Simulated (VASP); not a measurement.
# RbP2 (P4/mmm) in VASP: a series of runs

RbP2 is run at these levels: PBE; tasks: single point, relaxation of cell and atoms.

All numbers are computed with VASP 6.6.1; they aren't measurements. Logs are shortened: lines on timing, memory, paths and dates and some standing lists are left out, and cuts for length are marked.

## 1. The cell of the first run

Symmetry: P4/mmm, No. 123, tetragonal system. The conventional cell has a = 3.513 Å, b = 3.513 Å, c = 5.881 Å, α = 90.00°, β = 90.00°, γ = 90.00°. Within 4.5 Å of Rb (site symmetry 4/mmm) lie 8 P at 3.43 Å and 4 Rb at 3.51 Å. P (site symmetry mmm) has 4 P at 2.48 Å within 3.3 Å.

## 2. Single point, PBE

Contents of INCAR:

```
PREC = Accurate
ENCUT = 520
EDIFF = 1E-6
ISMEAR = 0
SIGMA = 0.1
LREAL = False
LASPH = True
NELM = 100
ALGO = Normal
ISIF = 2
LWAVE = False
LCHARG = False
GGA = PE
NBANDS = 16
```

Contents of KPOINTS:

```
regular mesh
0
Gamma
  14 14 8
```

Contents of POSCAR:

```
RbP2
1.0
    3.5133092141      0.0000000000      0.0000000000
    0.0000000000      3.5133092141      0.0000000000
    0.0000000000      0.0000000000      5.8810089073
Rb P
1 2
Direct
    0.5000000000      0.5000000000      0.0000000000
    0.0000000000      0.5000000000      0.5000000000
    0.5000000000      0.0000000000      0.5000000000
```

Potentials or basis: VASP PAW PBE potentials, release 64 (Rb_sv, P).

On the command line:

```
cat potpaw_PBE.64/Rb_sv/POTCAR potpaw_PBE.64/P/POTCAR > POTCAR
mpirun -np 1 vasp_std > vasp.out
```

OUTCAR:

```text
PREC = Accurate
   ENCUT = 520
   EDIFF = 1E-6
   ISMEAR = 0
   LREAL = False
   LASPH = True
   NELM = 100
   ISIF = 2
   GGA = PE

 ion  position               nearest neighbor table
   1  0.500  0.500  0.000-   2 3.43   3 3.43   2 3.43   3 3.43   3 3.43   3 3.43   2 3.43   2 3.43

   2  0.000  0.500  0.500-   3 2.48   3 2.48   3 2.48   3 2.48   1 3.43   1 3.43   1 3.43   1 3.43

   3  0.500  0.000  0.500-   2 2.48   2 2.48   2 2.48   2 2.48   1 3.43   1 3.43   1 3.43   1 3.43

  LATTYP: Found a simple tetragonal cell.
 ALAT       =     3.5133092141
 C/A-ratio  =     1.6739229453

  Lattice vectors:

 A1 = (   3.5133092141,   0.0000000000,   0.0000000000)
 A2 = (   0.0000000000,   3.5133092141,   0.0000000000)
 A3 = (   0.0000000000,   0.0000000000,   5.8810089073)

Analysis of symmetry for initial positions (statically):
=====================================================================
 Subroutine PRICEL returns:
 Original cell was already a primitive cell.

 Routine SETGRP: Setting up the symmetry group for a
 simple tetragonal supercell.

 Subroutine GETGRP returns: Found 16 space group operations
 (whereof 16 operations were pure point group operations)
 out of a pool of 16 trial point group operations.

The static configuration has the point symmetry D_4h.

Analysis of symmetry for dynamics (positions and initial velocities):
=====================================================================
 Subroutine PRICEL returns:
 Original cell was already a primitive cell.

 Routine SETGRP: Setting up the symmetry group for a
 simple tetragonal supercell.

 Subroutine GETGRP returns: Found 16 space group operations
 (whereof 16 operations were pure point group operations)
 out of a pool of 16 trial point group operations.

The dynamic configuration has the point symmetry D_4h.

 Subroutine INISYM returns: Found 16 space group operations
 (whereof 16 operations are pure point group operations),
 and found     1 'primitive' translations

----------------------------------------------------------------------------------------

                                     Primitive cell

  volume of cell :      72.5913

  direct lattice vectors                    reciprocal lattice vectors
     3.513309214  0.000000000  0.000000000     0.284631935  0.000000000  0.000000000
     0.000000000  3.513309214  0.000000000     0.000000000  0.284631935  0.000000000
     0.000000000  0.000000000  5.881008907     0.000000000  0.000000000  0.170038851

  length of vectors
     3.513309214  3.513309214  5.881008907     0.284631935  0.284631935  0.170038851

  position of ions in fractional coordinates (direct lattice)
     0.500000000  0.500000000  0.000000000
     0.000000000  0.500000000  0.500000000
     0.500000000  0.000000000  0.500000000

  ion indices of the primitive-cell ions
   primitive index   ion index
                 1           1
                 2           2
                 3           3

----------------------------------------------------------------------------------------

 KPOINTS: regular mesh

Automatic generation of k-mesh.
 Grid dimensions read from file:
 generate k-points for:   14   14    8

 Generating k-lattice:

  Cartesian coordinates                     Fractional coordinates (reciprocal lattice)
     0.020330853  0.000000000  0.000000000     0.071428571  0.000000000  0.000000000
     0.000000000  0.020330853  0.000000000     0.000000000  0.071428571  0.000000000
     0.000000000  0.000000000  0.021254856     0.000000000  0.000000000  0.125000000

  Length of vectors
     0.020330853  0.020330853  0.021254856

  Shift w.r.t. Gamma in fractional coordinates (k-lattice)
     0.000000000  0.000000000  0.000000000

 Subroutine IBZKPT returns following result:
 ===========================================

 Found    180 irreducible k-points:

 Following reciprocal coordinates:
            Coordinates               Weight
  0.000000  0.000000  0.000000      1.000000
  0.071429  0.000000  0.000000      4.000000
  0.142857  0.000000  0.000000      4.000000
  0.214286  0.000000  0.000000      4.000000
  0.285714  0.000000  0.000000      4.000000
  0.357143  0.000000  0.000000      4.000000
[... 16 lines left out ...]
  0.285714  0.214286  0.000000      8.000000
  0.357143  0.214286  0.000000      8.000000
 [... further k-points ...]
   k-points           NKPTS =    180   k-points in BZ     NKDIM =    180   number of bands    NBANDS=     16
   number of dos      NEDOS =    301   number of ions     NIONS =      3
   total plane-waves  NPLWV =  37632
   dimension x,y,z NGX =    28 NGY =   28 NGZ =   48
   dimension x,y,z NGXF=    56 NGYF=   56 NGZF=   96
   ions per type =               1   2
   NGX,Y,Z   is equivalent  to a cutoff of  13.25, 13.25, 13.57 a.u.
   NGXF,Y,Z  is equivalent  to a cutoff of  26.50, 26.50, 27.14 a.u.
 SYSTEM =  unknown system
   PREC   = accura    normal or accurate (medium, high low for compatibility)
   ISTART =      0    job   : 0-new  1-cont  2-samecut
   ICHARG =      2    charge: 1-file 2-atom 10-const
   ISPIN  =      1    spin polarized calculation?
   LNONCOLLINEAR =      F non collinear calculations
   LSORBIT =      F    spin-orbit coupling
   LASPH  =      T    aspherical Exc in radial PAW
   ENCUT  =  520.0 eV  38.22 Ry    6.18 a.u.   6.53  6.53 10.93*2*pi/ulx,y,z
   NELM   =    100;   NELMIN=  2; NELMDL= -5     # of ELM steps
   EDIFF  = 0.1E-05   stopping-criterion for ELM
   LREAL  =      F    real-space projection
   EDIFFG = 0.1E-04   stopping-criterion for IOM
   NSW    =      0    number of steps for IOM
   IBRION =     -1    ionic relax: 0-MD 1-quasi-New 2-CG
   NFREE  =      0    steps in history (QN), initial steepest desc. (CG)
   ISIF   =      2    stress and relaxation
   ISYM   =      2    0-nonsym 1-usesym 2-fastsym
   POTIM  = 0.5000    time-step for ionic-motion
   TEBEG  =    0.0;   TEEND  =   0.0 temperature during run
   PSTRESS=    0.0 pullay stress
   NELECT =      19.0000    total number of electrons
   NUPDOWN=      -1.0000    fix difference up-down
   EMIN   =  10.00;   EMAX   =-10.00  energy-range for DOS
   EFERMI =   0.00;   METHOD = LEGACY
   ISMEAR =     0;   SIGMA  =   0.10  broadening in eV -4-tet -1-fermi 0-gaus
   EFERMI_NEDOS =   21; number of points for ismear=-14 and -15
   IALGO  =     38    algorithm
   IMIX   =      4    mixing-type and parameters
     AMIX     =   0.40;   BMIX     =  1.00
     AMIX_MAG =   1.60;   BMIX_MAG =  1.00
  volume/ion in A,a.u.               =      24.20       163.29
  Fermi-wavevector in a.u.,A,eV,Ry     =   1.047204  1.978928 14.920633  1.096636
  Thomas-Fermi vector in A             =   2.182074
   LORBIT       =      0    0 simple, 1 ext, 2 COOP (PROOUT), +10 PAW based schemes
   GGA     = PE    functional components
   LHFCALC =     F    Hartree Fock is set to
   AEXX    =    0.0000 exact exchange contribution
   IVDW    =     0    specifies the selected vdW correction
   LEPSILON=     F    determine dielectric tensor
   LRPA    =     F    only Hartree local field effects (RPA)
 non-spin polarized calculation
 Gauss-broadening in eV      SIGMA  =   0.10
  energy-cutoff  :      520.00
  volume of cell :       72.59
 maximum number of plane-waves:      1985
 NGX is ok and might be reduce to    28
   NGX = 13   NGY = 13   NGZ = 21

 number of electron      19.0000000 magnetization

 Free energy of the ion-electron system (eV)
  ---------------------------------------------------
  ext. energy  EPLUGINS =         0.00000000
  ---------------------------------------------------
  free energy    TOTEN  =       -11.70357818 eV

  energy without entropy =      -11.69555648  energy(sigma->0) =      -11.69956733

 E-fermi :   4.5625     XC(G=0):  -9.0808

 val. band max:        4.5604845920   @ k =   0.2857   0.0000   0.1250
 cond. band min:       4.5633229572   @ k =   0.2857   0.0714   0.1250
 fundamental gap:      0.0028383652
 Fermi energy:         4.5624628003

 k-point     1 :       0.0000    0.0000    0.0000
  band No.  band energies     occupation
      1     -23.7053      2.00000
      2      -9.1263      2.00000
      3      -7.8280      2.00000
      4      -7.3795      2.00000
      5      -7.3795      2.00000
      6       0.0362      2.00000
[... 8 lines left out ...]
     15      10.4509      0.00000
     16      10.4509      0.00000

 k-point     2 :       0.0714    0.0000    0.0000
  band No.  band energies     occupation
      1     -23.6997      2.00000
      2      -9.0730      2.00000
      3      -7.8168      2.00000
      4      -7.4404      2.00000
      5      -7.3739      2.00000
      6      -0.5593      2.00000
[... 8 lines left out ...]
     15      10.4591      0.00000
     16      10.5182      0.00000

 k-point     3 :       0.1429    0.0000    0.0000
  band No.  band energies     occupation
      1     -23.6840      2.00000
      2      -8.9157      2.00000
      3      -7.7851      2.00000
      4      -7.6031      2.00000
      5      -7.3584      2.00000
      6      -1.5714      2.00000
[... 8 lines left out ...]
     15      10.0913      0.00000
     16      10.6580      0.00000

 k-point     4 :       0.2143    0.0000    0.0000
  band No.  band energies     occupation
      1     -23.6611      2.00000
      2      -8.6700      2.00000
      3      -7.8082      2.00000
      4      -7.7386      2.00000
      5      -7.3359      2.00000
      6      -2.6335      2.00000
[... 8 lines left out ...]
     15       9.3405      0.00000
     16      10.8849      0.00000
[... 324 lines left out ...]
 k-point    22 :       0.2143    0.2143    0.0000
  band No.  band energies     occupation
      1     -23.6176      2.00000
      2      -8.2870      2.00000
      3      -7.7910      2.00000
      4      -7.6549      2.00000
      5      -7.6449      2.00000
      6      -2.9715      2.00000
[... 8 lines left out ...]
     15      10.2378      0.00000
     16      10.8157      0.00000

 k-point    23 :       0.2857    0.2143    0.0000
  band No.  band energies     occupation
      1     -23.5924      2.00000
      2      -8.2159      2.00000
      3      -7.8498      2.00000
      4      -7.6057      2.00000
      5      -7.4857      2.00000
      6      -3.5625      2.00000
[... 8 lines left out ...]
     15      10.3612      0.00000
     16      11.0473      0.00000

 k-point    24 :       0.3571    0.2143    0.0000
  band No.  band energies     occupation
      1     -23.5695      2.00000
      2      -8.3482      2.00000
      3      -7.7920      2.00000
      4      -7.5605      2.00000
      5      -7.1044      2.00000
      6      -4.3372      2.00000
[... 8 lines left out ...]
     15      10.8231      0.00000
     16      11.0426      0.00000

 [... further k-points ...]
[... 5 lines left out ...]
  --------------------------------------------------------------------------------------
  -------------------------------------------------------------------------------------
  Total       -0.0040546     -0.0040546      0.0221287      0.0000000      0.0000000      0.0000000
  in kB       -0.0894889     -0.0894889      0.4884061      0.0000000      0.0000000      0.0000000
  external PRESSURE =       0.1031428 kB  Pullay stress =       0.0000000 kB

 VOLUME and BASIS-vectors are now :
 -----------------------------------------------------------------------------
  energy-cutoff  :      520.00
  volume of cell :       72.59
      direct lattice vectors                 reciprocal lattice vectors
     3.513309214  0.000000000  0.000000000     0.284631935  0.000000000  0.000000000
     0.000000000  3.513309214  0.000000000     0.000000000  0.284631935  0.000000000
     0.000000000  0.000000000  5.881008907     0.000000000  0.000000000  0.170038851

 POSITION                                       TOTAL-FORCE (eV/Angst)
 -----------------------------------------------------------------------------------
      1.75665      1.75665      0.00000         0.000000      0.000000      0.000000
      0.00000      1.75665      2.94050         0.000000      0.000000      0.000000
      1.75665      0.00000      2.94050         0.000000      0.000000      0.000000
 -----------------------------------------------------------------------------------
    total drift:                                0.000000      0.000000      0.000000

  FREE ENERGIE OF THE ION-ELECTRON SYSTEM (eV)
  ---------------------------------------------------
  free  energy   TOTEN  =       -11.7035781788 eV

  energy  without entropy=      -11.6955564785  energy(sigma->0) =      -11.69956733
```

Wall time 2.2 min (1 thread of AMD EPYC 7R13 (Zen 3), shared host); peak memory 0.29 GiB.

Results:

```yaml
Free_energy: -11.7036 eV
Pressure: 0.0 GPa
```

## 3. Relaxation of cell and atoms, PBE

This run uses another cell than the first one, of 23.54 Å³/atom, 0.973 times its volume.

Contents of INCAR:

```
SYSTEM = RbP2
  ALGO = Normal
  EDIFF = 1E-6
  EDIFFG = -0.01
  ENCUT = 600
  GGA = PE
  IBRION = 2
  ISIF = 3
  ISMEAR = 0
  LASPH = .TRUE.
  LCHARG = .FALSE.
  LREAL = .FALSE.
  LWAVE = .FALSE.
  NELM = 100
  NSW = 100
  PREC = Accurate
  SIGMA = 0.1
```

Contents of KPOINTS:

```
k-points
0
G
  14 14 8
  0 0 0
```

Contents of POSCAR:

```
RbP2
1.0
    3.4658878777      0.0000000000      0.0000000000
    0.0000000000      3.4658878777      0.0000000000
    0.0000000000      0.0000000000      5.8791717591
Rb P
1 2
Direct
    0.5000000000      0.5000000000      0.0000000000
    0.0000000000      0.5000000000      0.5000000000
    0.5000000000      0.0000000000      0.5000000000
```

Potentials or basis: VASP PAW PBE potentials, release 64 (Rb_sv, P).

On the command line:

```
cat potpaw_PBE.64/Rb_sv/POTCAR potpaw_PBE.64/P/POTCAR > POTCAR
mpirun -np 1 vasp_std > vasp.out
```

It took 4 min on 1 thread of AMD EPYC 7R13 (Zen 3), shared host; peak memory 0.31 GiB.

The run converged. Its results:

* Free energy: -11.7038 eV
* Relaxed volume: 24.23 Å³/atom
* Relaxed cell: a = 3.514 Å, b = 3.514 Å, c = 5.885 Å, α = 90.00°, β = 90.00°, γ = 90.00°
* Space group after relaxing (to 0.05 Å): P4/mmm (No. 123)
* Energy gained by relaxing: 3.6 meV/atom
* Ionic steps: 3
* Pressure after relaxing: 0.0 GPa

Step by step:
```
step  energy change (eV)  largest force (eV/Å)  pressure (GPa)  volume (Å³)
   1              0.0000                0.0000            1.25        70.62
   2             -0.0107                0.0000            0.09        72.51
   3             -0.0107                0.0000           -0.03        72.68
```

Final structure:
```yaml
crystal:
  lattice:
    - [3.51420, 0.00000, 0.00000]
    - [0.00000, 3.51420, 0.00000]
    - [0.00000, 0.00000, 5.88532]
  atoms:
    - { symbol: Rb, position: [0.50000, 0.50000, 0.00000] }
    - { symbol: P, position: [0.00000, 0.50000, 0.50000] }
    - { symbol: P, position: [0.50000, 0.00000, 0.50000] }
```

Levels at points of the mesh, in eV from the Fermi level:
| k point | band 7 | band 8 | band 9 | band 10 | band 11 | band 12 | band 13 |
| --- | --- | --- | --- | --- | --- | --- | --- |
| (0.00, 0.00, 0.00) | -3.82 | -3.25 | -3.25 | 0.06 | 2.31 | 2.83 | 3.41 |
| (0.50, 0.00, 0.00) | -2.54 | -1.45 | -0.62 | -0.59 | 0.97 | 1.31 | 3.07 |
| (0.50, 0.50, 0.00) | -6.54 | -6.39 | -1.41 | -1.41 | 1.70 | 3.63 | 4.91 |
| (0.00, 0.00, 0.50) | -4.49 | -3.31 | -3.31 | 1.40 | 1.47 | 2.97 | 4.84 |
| (0.50, 0.00, 0.50) | -2.35 | -1.90 | -0.70 | -0.57 | 1.22 | 1.25 | 3.32 |
| (0.50, 0.50, 0.50) | -6.37 | -6.24 | -0.75 | -0.75 | 0.78 | 2.94 | 4.45 |

[end of part 1 of 2]
